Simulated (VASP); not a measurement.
Write the native input for VASP 6.6.1 that does the following.

```yaml
Task: single point
Functional: PBE
Potentials_or_basis: VASP PAW PBE potentials, release 64 (Ba_sv, Zr_sv, O)
Cutoff: 520 eV
k_mesh: 6 × 6 × 6
Occupations: gaussian, width 0.02 eV
Spin: no spin polarisation
Dipole_correction: no
Further_INCAR_settings: ALGO = Normal; EDIFF = 1e-07; NBANDS = 28
```

The structure of BaZrO3 lies in POSCAR:

```
BaZrO3
1.0
    4.2902140006      0.0000000000      0.0000000000
    0.0000000000      4.2902140006      0.0000000000
    0.0000000000      0.0000000000      4.1887705168
Ba Zr O
1 1 3
Direct
    0.0000000000      0.0000000000      0.0000000000
    0.5000000000      0.5000000000      0.5000000000
    0.5000000000      0.0000000000      0.5000000000
    0.5000000000      0.5000000000      0.0000000000
    0.0000000000      0.5000000000      0.5000000000
```

This cell differs from its parent crystal: biaxial strain in the a-b plane: +1.5 %.

These files were run (other wordings do the same):

INCAR

```
  ALGO = Normal
  EDIFF = 1E-7
  ENCUT = 520
  GGA = PE
  ISIF = 2
  ISMEAR = 0
  LASPH = True
  LCHARG = False
  LREAL = False
  LWAVE = False
  NBANDS = 28
  NELM = 80
  PREC = Accurate
  SIGMA = 0.02
```

KPOINTS

```
k-points
0
Gamma
  6 6 6
```

Potentials or basis: VASP PAW PBE potentials, release 64 (Ba_sv, Zr_sv, O).

Launch:

```sh
$ cat potpaw_PBE.64/Ba_sv/POTCAR potpaw_PBE.64/Zr_sv/POTCAR potpaw_PBE.64/O/POTCAR > POTCAR
$ mpirun -np 1 vasp_std > vasp.out
```

Results of the run:

```yaml
Pressure: -1.9 GPa
Band_gap_on_the_k_mesh: 3.01 eV, indirect (least direct gap 3.26 eV)
```

Caveat: the cell differs from its parent crystal (biaxial strain in the a-b plane: +1.5 %); spin-orbit coupling is left out, which moves the levels of the heavy elements.

It took 47 s on 1 thread of AMD EPYC 9R45 96-Core Processor (Zen 5), with other jobs on the host, peak memory 0.2 GiB.
